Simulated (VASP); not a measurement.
Write the native input for VASP 6.6.1 that does the following.

```yaml
Task: single point
Functional: r2SCAN
Potentials_or_basis: VASP PAW PBE potentials, release 64 (Zn)
Cutoff: 520 eV
k_mesh: 16 × 16 × 16
Occupations: fermi-dirac, width 0.1 eV
Spin: no spin polarisation
Dipole_correction: no
Further_INCAR_settings: ALGO = Normal; EDIFF = 1e-06; NBANDS = 12
```

The system is Zn.

```
Zn
1.0
     0.00000    1.95438    1.95438
     1.95438    0.00000    1.95438
     1.95438    1.95438    0.00000
Zn
1
Direct
  0.00000 0.00000 0.00000
```

This isn't the form of Zn at room conditions, which is hcp.

One way to write it, as run:

POSCAR

```
Zn
1.0
    0.0000000000      1.9543784818      1.9543784818
    1.9543784818      0.0000000000      1.9543784818
    1.9543784818      1.9543784818      0.0000000000
Zn
1
Direct
    0.0000000000      0.0000000000      0.0000000000
```

INCAR.step1

```
PREC = Accurate
ENCUT = 520
ISMEAR = -1
SIGMA = 0.1
LREAL = F
LASPH = T
NELM = 80
NBANDS = 12
GGA = PE
ALGO = Normal
EDIFF = 1E-4
LWAVE = T
LCHARG = F
```

INCAR.step2

```
PREC = Accurate
ENCUT = 520
EDIFF = 1E-6
ISMEAR = -1
SIGMA = 0.1
LREAL = F
LASPH = T
NELM = 80
ALGO = Normal
ISIF = 2
LWAVE = F
LCHARG = F
METAGGA = R2SCAN
LMIXTAU = T
NBANDS = 12
ISTART = 1
```

KPOINTS

```
regular mesh
0
Gamma
  16 16 16
```

Potentials or basis: VASP PAW PBE potentials, release 64 (Zn).

The run is started by

```console
$ cat potpaw_PBE.64/Zn/POTCAR > POTCAR
$ cp INCAR.step1 INCAR
$ mpirun -np 1 vasp_std > vasp.out
$ cp INCAR.step2 INCAR
$ mpirun -np 1 vasp_std > vasp.out
```

It gave:

* Pressure: -3.1 GPa
* Band gap on the k mesh: zero (bands 6 and 7 overlap by 3.65 eV)

Caveat: the cell stands under tension; the PAW data sets were made with another functional, which shifts forces and pressure a little.

Wall time 90 s on 1 thread of Intel Xeon 8259CL (shared host), peak memory 0.16 GiB.
